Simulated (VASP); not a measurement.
# BaTe (Fm-3m) in VASP: further runs

The runs below take BaTe through single point, with r2SCAN.

Program: VASP 6.6.1. These are calculated values, not measurements. Logs are shortened: lines on timing, memory, paths and dates and some standing lists are left out, and cuts for length are marked.

## (1) The cell of the first run

The structure is cubic, space group Fm-3m (No. 225). The conventional cell has a = 7.016 Å, b = 7.016 Å, c = 7.016 Å, α = 90.00°, β = 90.00°, γ = 90.00°. Within 4.6 Å of Ba (site symmetry m-3m) lie 6 Te at 3.51 Å. Te (site symmetry m-3m) has 6 Ba at 3.51 Å within 4.6 Å.

## (2) Single point, r2SCAN

Contents of POSCAR:

```
BaTe
1.0
    0.0000000000      3.5079006300      3.5079006300
    3.5079006300      0.0000000000      3.5079006300
    3.5079006300      3.5079006300      0.0000000000
Ba Te
1 1
Direct
    0.0000000000      0.0000000000      0.0000000000
    0.5000000000      0.5000000000      0.5000000000
```

Contents of INCAR.step1:

```
SYSTEM = BaTe
PREC = Accurate
ENCUT = 520
ISMEAR = -1
SIGMA = 0.02
LREAL = .FALSE.
LASPH = .TRUE.
NELM = 80
NBANDS = 15
GGA = PE
ALGO = Normal
EDIFF = 1E-4
LWAVE = .TRUE.
LCHARG = .FALSE.
```

Contents of INCAR.step2:

```
SYSTEM = BaTe
PREC = Accurate
ENCUT = 520
EDIFF = 1E-7
ISMEAR = -1
SIGMA = 0.02
LREAL = .FALSE.
LASPH = .TRUE.
NELM = 80
ALGO = Normal
ISIF = 2
LWAVE = .FALSE.
LCHARG = .TRUE.
METAGGA = R2SCAN
LMIXTAU = .TRUE.
LELF = .TRUE.
LVHAR = .TRUE.
NBANDS = 15
ISTART = 1
```

Contents of KPOINTS:

```
regular mesh
0
G
  8 8 8
  0 0 0
```

Potentials or basis: VASP PAW PBE potentials, release 64 (Ba_sv, Te).

Launch:

```console
cat potpaw_PBE.64/Ba_sv/POTCAR potpaw_PBE.64/Te/POTCAR > POTCAR
cp INCAR.step1 INCAR
mpirun -np 1 vasp_std > vasp.out
cp INCAR.step2 INCAR
mpirun -np 1 vasp_std > vasp.out
```

OUTCAR:

```text
SYSTEM = BaTe
   PREC = Accurate
   ENCUT = 520
   EDIFF = 1E-7
   ISMEAR = -1
   LREAL = .FALSE.
   LASPH = .TRUE.
   NELM = 80
   ISIF = 2
   METAGGA = R2SCAN
   ISTART = 1

 ion  position               nearest neighbor table
   1  0.000  0.000  0.000-   2 3.51   2 3.51   2 3.51   2 3.51   2 3.51   2 3.51
   2  0.500  0.500  0.500-   1 3.51   1 3.51   1 3.51   1 3.51   1 3.51   1 3.51

  LATTYP: Found a face centered cubic cell.
 ALAT       =     7.0158012600

  Lattice vectors:

 A1 = (   0.0000000000,   3.5079006300,   3.5079006300)
 A2 = (   3.5079006300,   0.0000000000,   3.5079006300)
 A3 = (   3.5079006300,   3.5079006300,   0.0000000000)

Analysis of symmetry for initial positions (statically):
=====================================================================
 Subroutine PRICEL returns:
 Original cell was already a primitive cell.

 Routine SETGRP: Setting up the symmetry group for a
 face centered cubic supercell.

 Subroutine GETGRP returns: Found 48 space group operations
 (whereof 48 operations were pure point group operations)
 out of a pool of 48 trial point group operations.

The static configuration has the point symmetry O_h .

Analysis of symmetry for dynamics (positions and initial velocities):
=====================================================================
 Subroutine PRICEL returns:
 Original cell was already a primitive cell.

 Routine SETGRP: Setting up the symmetry group for a
 face centered cubic supercell.

 Subroutine GETGRP returns: Found 48 space group operations
 (whereof 48 operations were pure point group operations)
 out of a pool of 48 trial point group operations.

The dynamic configuration has the point symmetry O_h .

 Subroutine INISYM returns: Found 48 space group operations
 (whereof 48 operations are pure point group operations),
 and found     1 'primitive' translations

----------------------------------------------------------------------------------------

                                     Primitive cell

  volume of cell :      86.3320

  direct lattice vectors                    reciprocal lattice vectors
     0.000000000  3.507900630  3.507900630    -0.142535394  0.142535394  0.142535394
     3.507900630  0.000000000  3.507900630     0.142535394 -0.142535394  0.142535394
     3.507900630  3.507900630  0.000000000     0.142535394  0.142535394 -0.142535394

  length of vectors
     4.960920646  4.960920646  4.960920646     0.246878545  0.246878545  0.246878545

  position of ions in fractional coordinates (direct lattice)
     0.000000000  0.000000000  0.000000000
     0.500000000  0.500000000  0.500000000

  ion indices of the primitive-cell ions
   primitive index   ion index
                 1           1
                 2           2

----------------------------------------------------------------------------------------

 KPOINTS: regular mesh

Automatic generation of k-mesh.
 Grid dimensions read from file:
 generate k-points for:    8    8    8

 Generating k-lattice:

  Cartesian coordinates                     Fractional coordinates (reciprocal lattice)
    -0.017816924  0.017816924  0.017816924     0.125000000  0.000000000  0.000000000
     0.017816924 -0.017816924  0.017816924     0.000000000  0.125000000  0.000000000
     0.017816924  0.017816924 -0.017816924     0.000000000  0.000000000  0.125000000

  Length of vectors
     0.030859818  0.030859818  0.030859818

  Shift w.r.t. Gamma in fractional coordinates (k-lattice)
     0.000000000  0.000000000  0.000000000

 Subroutine IBZKPT returns following result:
 ===========================================

 Found     29 irreducible k-points:

 Following reciprocal coordinates:
            Coordinates               Weight
  0.000000  0.000000  0.000000      1.000000
  0.125000  0.000000  0.000000      8.000000
  0.250000  0.000000  0.000000      8.000000
  0.375000  0.000000  0.000000      8.000000
  0.500000  0.000000  0.000000      4.000000
  0.125000  0.125000  0.000000      6.000000
[... 16 lines left out ...]
  0.500000  0.250000  0.125000     48.000000
 -0.375000  0.250000  0.125000     24.000000
 [... further k-points ...]
   k-points           NKPTS =     29   k-points in BZ     NKDIM =     29   number of bands    NBANDS=     15
   number of dos      NEDOS =    301   number of ions     NIONS =      2
   total plane-waves  NPLWV =  64000
   dimension x,y,z NGX =    40 NGY =   40 NGZ =   40
   dimension x,y,z NGXF=    80 NGYF=   80 NGZF=   80
   ions per type =               1   1
   NGX,Y,Z   is equivalent  to a cutoff of  13.40, 13.40, 13.40 a.u.
   NGXF,Y,Z  is equivalent  to a cutoff of  26.81, 26.81, 26.81 a.u.
 SYSTEM =  BaTe
   PREC   = accura    normal or accurate (medium, high low for compatibility)
   ISTART =      1    job   : 0-new  1-cont  2-samecut
   ICHARG =      0    charge: 1-file 2-atom 10-const
   ISPIN  =      1    spin polarized calculation?
   LNONCOLLINEAR =      F non collinear calculations
   LSORBIT =      F    spin-orbit coupling
   LASPH  =      T    aspherical Exc in radial PAW
   ENCUT  =  520.0 eV  38.22 Ry    6.18 a.u.   9.22  9.22  9.22*2*pi/ulx,y,z
   NELM   =     80;   NELMIN=  2; NELMDL=  0     # of ELM steps
   EDIFF  = 0.1E-06   stopping-criterion for ELM
   LREAL  =      F    real-space projection
   EDIFFG = 0.1E-05   stopping-criterion for IOM
   NSW    =      0    number of steps for IOM
   IBRION =     -1    ionic relax: 0-MD 1-quasi-New 2-CG
   NFREE  =      0    steps in history (QN), initial steepest desc. (CG)
   ISIF   =      2    stress and relaxation
   ISYM   =      2    0-nonsym 1-usesym 2-fastsym
   POTIM  = 0.5000    time-step for ionic-motion
   TEBEG  =    0.0;   TEEND  =   0.0 temperature during run
   PSTRESS=    0.0 pullay stress
   NELECT =      16.0000    total number of electrons
   NUPDOWN=      -1.0000    fix difference up-down
   EMIN   =  10.00;   EMAX   =-10.00  energy-range for DOS
   EFERMI =   0.00;   METHOD = LEGACY
   ISMEAR =    -1;   SIGMA  =   0.02  broadening in eV -4-tet -1-fermi 0-gaus
   EFERMI_NEDOS =   21; number of points for ismear=-14 and -15
   IALGO  =     38    algorithm
   IMIX   =      4    mixing-type and parameters
     AMIX     =   0.40;   BMIX     =  1.00
     AMIX_MAG =   1.60;   BMIX_MAG =  1.00
  volume/ion in A,a.u.               =      43.17       291.30
  Fermi-wavevector in a.u.,A,eV,Ry     =   0.933378  1.763829 11.853320  0.871194
  Thomas-Fermi vector in A             =   2.060073
   LORBIT       =      0    0 simple, 1 ext, 2 COOP (PROOUT), +10 PAW based schemes
   METAGGA = R2SCAN    functional components
   LHFCALC =     F    Hartree Fock is set to
   AEXX    =    0.0000 exact exchange contribution
   IVDW    =     0    specifies the selected vdW correction
   LEPSILON=     F    determine dielectric tensor
   LRPA    =     F    only Hartree local field effects (RPA)
 non-spin polarized calculation
  energy-cutoff  :      520.00
  volume of cell :       86.33
 maximum number of plane-waves:      2346
 NGX is ok and might be reduce to    40
   NGX = 19   NGY = 19   NGZ = 19

 number of electron      15.9999999 magnetization

 Free energy of the ion-electron system (eV)
  ---------------------------------------------------
  ext. energy  EPLUGINS =         0.00000000
  ---------------------------------------------------
  free energy    TOTEN  =       -56.02144006 eV

  energy without entropy =      -56.02144006  energy(sigma->0) =      -56.02144006

 E-fermi :   2.4816     XC(G=0):  -8.6017

 val. band max:        2.0226454375   @ k =   0.0000   0.0000   0.0000
 cond. band min:       3.9108159512   @ k =   0.5000   0.5000   0.0000
 fundamental gap:      1.8881705137
 Fermi energy:         2.4815576642

 k-point     1 :       0.0000    0.0000    0.0000
  band No.  band energies     occupation
      1     -25.8045      2.00000
      2     -10.5317      2.00000
      3     -10.5317      2.00000
      4     -10.5317      2.00000
      5      -7.7773      2.00000
      6       2.0226      2.00000
      7       2.0226      2.00000
      8       2.0226      2.00000
      9       5.3693      0.00000
     10       5.3693      0.00000
     11       5.3693      0.00000
     12       5.5806      0.00000
     13       6.0486      0.00000
     14       6.0486      0.00000
     15       9.5231      0.00000

 k-point     2 :       0.1250    0.0000    0.0000
  band No.  band energies     occupation
      1     -25.8025      2.00000
      2     -10.6046      2.00000
      3     -10.5332      2.00000
      4     -10.5332      2.00000
      5      -7.6600      2.00000
      6       1.5424      2.00000
      7       1.7986      2.00000
      8       1.7986      2.00000
      9       5.4065      0.00000
     10       5.5712      0.00000
     11       5.5712      0.00000
     12       6.2040      0.00000
     13       6.4933      0.00000
     14       6.4933      0.00000
     15      10.0283      0.00000

 k-point     3 :       0.2500    0.0000    0.0000
  band No.  band energies     occupation
      1     -25.7977      2.00000
      2     -10.7626      2.00000
      3     -10.5366      2.00000
      4     -10.5366      2.00000
      5      -7.3891      2.00000
      6       0.7036      2.00000
      7       1.3715      2.00000
      8       1.3715      2.00000
      9       5.5830      0.00000
     10       6.1106      0.00000
     11       6.1106      0.00000
     12       7.4308      0.00000
     13       7.6001      0.00000
     14       7.6001      0.00000
     15      10.8635      0.00000
[... 343 lines left out ...]
 k-point    23 :       0.5000    0.2500    0.1250
  band No.  band energies     occupation
      1     -25.7903      2.00000
      2     -10.8349      2.00000
      3     -10.6072      2.00000
      4     -10.5592      2.00000
      5      -7.2315      2.00000
      6       0.2737      2.00000
      7       1.0207      2.00000
      8       1.2417      2.00000
      9       5.5123      0.00000
     10       7.0676      0.00000
     11       7.3687      0.00000
     12       7.5443      0.00000
     13       8.1933      0.00000
     14       9.9043      0.00000
     15      10.1141      0.00000

 k-point    24 :      -0.3750    0.2500    0.1250
  band No.  band energies     occupation
      1     -25.7887      2.00000
      2     -10.8606      2.00000
      3     -10.6092      2.00000
      4     -10.5688      2.00000
      5      -7.1868      2.00000
      6       0.2313      2.00000
      7       1.0007      2.00000
      8       1.0316      2.00000
      9       6.1575      0.00000
     10       6.4406      0.00000
     11       7.7402      0.00000
     12       8.0511      0.00000
     13       8.5577      0.00000
     14       9.3700      0.00000
     15      10.6594      0.00000

 [... further k-points ...]

------------------------ aborting loop because EDIFF is reached ----------------------------------------

  FORCE on cell =-STRESS in cart. coord.  units (eV):
  Direction    XX          YY          ZZ          XY          YZ          ZX
  --------------------------------------------------------------------------------------
  -------------------------------------------------------------------------------------
  Total        0.5309199      0.5309199      0.5309199     -0.0000000      0.0000000      0.0000000
  in kB        9.8529826      9.8529826      9.8529826     -0.0000000      0.0000000      0.0000000
  external PRESSURE =       9.8529826 kB  Pullay stress =       0.0000000 kB

 VOLUME and BASIS-vectors are now :
 -----------------------------------------------------------------------------
  energy-cutoff  :      520.00
  volume of cell :       86.33
      direct lattice vectors                 reciprocal lattice vectors
     0.000000000  3.507900630  3.507900630    -0.142535394  0.142535394  0.142535394
     3.507900630  0.000000000  3.507900630     0.142535394 -0.142535394  0.142535394
     3.507900630  3.507900630  0.000000000     0.142535394  0.142535394 -0.142535394

 POSITION                                       TOTAL-FORCE (eV/Angst)
 -----------------------------------------------------------------------------------
      0.00000      0.00000      0.00000         0.000000     -0.000000     -0.000000
      3.50790      3.50790      3.50790        -0.000000      0.000000      0.000000
 -----------------------------------------------------------------------------------
    total drift:                                0.000000     -0.000000     -0.000000

  FREE ENERGIE OF THE ION-ELECTRON SYSTEM (eV)
  ---------------------------------------------------
  free  energy   TOTEN  =       -56.0214400551 eV

  energy  without entropy=      -56.0214400551  energy(sigma->0) =      -56.02144006
```

Run time: 2.2 min. Hardware: 1 thread of Intel Xeon Platinum 8488C (Sapphire Rapids), shared host; peak memory 0.27 GiB.

Results:

```
Free energy            : -56.0214 eV
Pressure               : 1.0 GPa
Band gap on the k mesh : 1.89 eV, indirect (least direct gap 2.28 eV)
```

Caveat: the PAW data sets were made with another functional, which shifts forces and pressure a little; spin-orbit coupling is left out, which moves the levels of the heavy elements.

## (3) Single point, r2SCAN

This run uses another cell than the first one, of 44.05 Å³/atom, 1.020 times its volume.

Contents of POSCAR:

```
BaTe
1.0
    0.0000000000      3.5316033830      3.5316033830
    3.5316033830      0.0000000000      3.5316033830
    3.5316033830      3.5316033830      0.0000000000
Ba Te
1 1
Direct
    0.0000000000      0.0000000000      0.0000000000
    0.5000000000      0.5000000000      0.5000000000
```

Contents of INCAR.step1:

```
SYSTEM = BaTe
PREC     = Accurate       ! precision mode
ENCUT    = 520            ! plane-wave cutoff, eV
ISMEAR   = -1             ! smearing method
SIGMA    = 0.02           ! smearing width, eV
LREAL    = .False.        ! projectors in reciprocal space
LASPH    = .True.         ! aspherical terms in the spheres
NELM     = 80             ! most SCF steps
NBANDS   = 15             ! bands
GGA      = PE             ! functional
ALGO     = Normal         ! electronic algorithm
EDIFF    = 1E-4           ! SCF threshold, eV
LWAVE    = .True.         ! write WAVECAR
LCHARG   = .False.        ! write CHGCAR
```

Contents of INCAR.step2:

```
SYSTEM = BaTe
PREC     = Accurate       ! precision mode
ENCUT    = 520            ! plane-wave cutoff, eV
EDIFF    = 1E-6           ! SCF threshold, eV
ISMEAR   = -1             ! smearing method
SIGMA    = 0.02           ! smearing width, eV
LREAL    = .False.        ! projectors in reciprocal space
LASPH    = .True.         ! aspherical terms in the spheres
NELM     = 80             ! most SCF steps
ALGO     = Normal         ! electronic algorithm
ISIF     = 2              ! what is computed and relaxed
LWAVE    = .False.        ! write WAVECAR
LCHARG   = .False.        ! write CHGCAR
METAGGA  = R2SCAN         ! meta-GGA
LMIXTAU  = .True.       
NBANDS   = 15             ! bands
ISTART   = 1
```

Contents of KPOINTS:

```
Automatic mesh
0
Gamma
  8 8 8
  0 0 0
```

Potentials or basis: VASP PAW PBE potentials, release 64 (Ba_sv, Te).

Launch:

```console
cat potpaw_PBE.64/Ba_sv/POTCAR potpaw_PBE.64/Te/POTCAR > POTCAR
cp INCAR.step1 INCAR
mpirun -np 1 vasp_std > vasp.out
cp INCAR.step2 INCAR
mpirun -np 1 vasp_std > vasp.out
```

Run time: 2 min. Hardware: 1 thread of Intel Xeon Platinum 8488C (Sapphire Rapids), shared host; peak memory 0.27 GiB.

Results (log left out):

```
Free energy            : -56.0286 eV
Pressure               : 0.3 GPa
Band gap on the k mesh : 1.93 eV, indirect (least direct gap 2.32 eV)
```

Levels at points of the mesh, in eV from the valence-band top:
```
           k point  band 4  band 5  band 6  band 7  band 8  band 9  band 10  band 11  band 12  band 13
(0.00, 0.00, 0.00)  -12.60   -9.75    0.00    0.00    0.00    3.36     3.36     3.36     3.47     4.02
(0.50, 0.00, 0.00)  -12.61   -9.05   -2.15   -1.07   -1.07    4.60     5.20     5.35     5.35     7.41
(0.50, 0.50, 0.00)  -12.68   -9.55   -1.14   -0.39   -0.39    1.93     4.90     5.24     6.10     6.17
```

Caveat: the PAW data sets were made with another functional, which shifts forces and pressure a little; spin-orbit coupling is left out, which moves the levels of the heavy elements.

## (4) Single point, r2SCAN

This run uses another cell than the first one, of 44.05 Å³/atom, 1.020 times its volume.

Contents of POSCAR:

```
BaTe
1.0
    0.0000000000      3.5316033800      3.5316033800
    3.5316033800      0.0000000000      3.5316033800
    3.5316033800      3.5316033800      0.0000000000
Ba Te
1 1
Direct
    0.0000000000      0.0000000000      0.0000000000
    0.5000000000      0.5000000000      0.5000000000
```

Contents of INCAR.step1:

```
SYSTEM = BaTe
PREC     = Accurate       ! precision mode
ENCUT    = 520            ! plane-wave cutoff, eV
ISMEAR   = -1             ! smearing method
SIGMA    = 0.02           ! smearing width, eV
LREAL    = .FALSE.        ! projectors in reciprocal space
LASPH    = .TRUE.         ! aspherical terms in the spheres
NELM     = 80             ! most SCF steps
NBANDS   = 15             ! bands
GGA      = PE             ! functional
ALGO     = Normal         ! electronic algorithm
EDIFF    = 1E-4           ! SCF threshold, eV
LWAVE    = .TRUE.         ! write WAVECAR
LCHARG   = .FALSE.        ! write CHGCAR
```

Contents of INCAR.step2:

```
SYSTEM = BaTe
PREC     = Accurate       ! precision mode
ENCUT    = 520            ! plane-wave cutoff, eV
EDIFF    = 1E-7           ! SCF threshold, eV
ISMEAR   = -1             ! smearing method
SIGMA    = 0.02           ! smearing width, eV
LREAL    = .FALSE.        ! projectors in reciprocal space
LASPH    = .TRUE.         ! aspherical terms in the spheres
NELM     = 80             ! most SCF steps
ALGO     = Normal         ! electronic algorithm
ISIF     = 2              ! what is computed and relaxed
LWAVE    = .FALSE.        ! write WAVECAR
LCHARG   = .FALSE.        ! write CHGCAR
METAGGA  = R2SCAN         ! meta-GGA
LMIXTAU  = .TRUE.       
NBANDS   = 15             ! bands
ISTART   = 1
```

Contents of KPOINTS:

```
Automatic mesh
0
G
  8 8 8
  0 0 0
```

Launch:

```console
cat potpaw_PBE.64/Ba_sv/POTCAR potpaw_PBE.64/Te/POTCAR > POTCAR
cp INCAR.step1 INCAR
mpirun -np 1 vasp_std > vasp.out
cp INCAR.step2 INCAR
mpirun -np 1 vasp_std > vasp.out
```

Run time: 2.5 min. Hardware: 1 thread of Intel Xeon Platinum 8488C (Sapphire Rapids), shared host; peak memory 0.27 GiB.

It converged, with:

```yaml
Free_energy: -56.0286 eV
Pressure: 0.3 GPa
Band_gap_on_the_k_mesh: 1.93 eV, indirect (least direct gap 2.32 eV)
```

Levels at points of the mesh, in eV from the valence-band top:
| k point | band 4 | band 5 | band 6 | band 7 | band 8 | band 9 | band 10 | band 11 | band 12 | band 13 |
| --- | --- | --- | --- | --- | --- | --- | --- | --- | --- | --- |
| (0.00, 0.00, 0.00) | -12.60 | -9.75 | 0.00 | 0.00 | 0.00 | 3.36 | 3.36 | 3.36 | 3.47 | 4.02 |
| (0.50, 0.00, 0.00) | -12.61 | -9.05 | -2.15 | -1.07 | -1.07 | 4.61 | 5.20 | 5.35 | 5.35 | 7.41 |
| (0.50, 0.50, 0.00) | -12.68 | -9.55 | -1.14 | -0.39 | -0.39 | 1.93 | 4.90 | 5.24 | 6.10 | 6.17 |

Caveat: the PAW data sets were made with another functional, which shifts forces and pressure a little; spin-orbit coupling is left out, which moves the levels of the heavy elements.

[end of part 1 of 2]
